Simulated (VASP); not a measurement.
BaS: electric field gradients with PBEsol

Crystal: BaS.

```
Ba S
1.0
     0.00000    3.19375    3.25762
     3.19375    0.00000    3.25762
     3.19375    3.19375    0.00000
Ba S
1 1
Direct
  0.00000 0.00000 0.00000
  0.50000 0.50000 0.50000
```

This cell differs from its parent crystal: zz strain of +2 %.

```yaml
Program: VASP 6.6.1
Task: electric field gradients
Functional: PBEsol
Potentials_or_basis: VASP PAW PBE potentials, release 64 (Ba_sv, S)
Cutoff: 520 eV
k_mesh: 8 × 8 × 8
Occupations: fermi-dirac, width 0.02 eV
Spin: no spin polarisation
Dipole_correction: no
Further_INCAR_settings: ALGO = Normal; EDIFF = 1e-08; NBANDS = 15
```

The pressure is -1.3 GPa. The band gap on the k mesh is 1.99 eV (least direct gap 2.14 eV) and the largest electric field gradient by atom is Ba +24.7; S +7.0 V/Å².

Stress tensor (GPa, compression positive):
```
-0.84  0.00  0.00
 0.00 -0.84  0.00
 0.00  0.00 -2.26
```

Levels at points of the mesh, in eV from the valence-band top:
```
           k point  band 5  band 6  band 7  band 8  band 9  band 10  band 11  band 12
(0.00, 0.00, 0.00)  -10.34   -0.06    0.00    0.00    3.28     3.67     3.81     3.81
(0.50, 0.00, 0.00)   -9.15   -1.97   -1.10   -1.09    5.38     5.44     6.15     6.19
(0.50, 0.50, 0.00)  -10.24   -0.65   -0.14   -0.14    2.01     5.78     5.81     7.37
(0.50, 0.00, 0.50)  -10.24   -0.55   -0.22   -0.15    1.99     5.70     5.93     7.26
```

Electric field gradients, principal values (V/Å²):
| atom | least | middle | greatest (by size) |
| --- | --- | --- | --- |
| 1 Ba | -12.340 | -12.341 | 24.681 |
| 2 S | -3.498 | -3.499 | 6.997 |

Wall time 42 s on 1 thread of Intel(R) Xeon(R) Platinum 8488C (Sapphire Rapids), on a shared host, peak memory 0.23 GiB.

Caveat: the cell differs from its parent crystal (zz strain of +2 %); without QUAD_EFG the Cq values of the log hold for a quadrupole moment of 1 mb, not for the nuclei; the PAW data sets were made with another functional, which shifts forces and pressure a little; spin-orbit coupling is left out, which moves the levels of the heavy elements. A k mesh can miss the band edges.
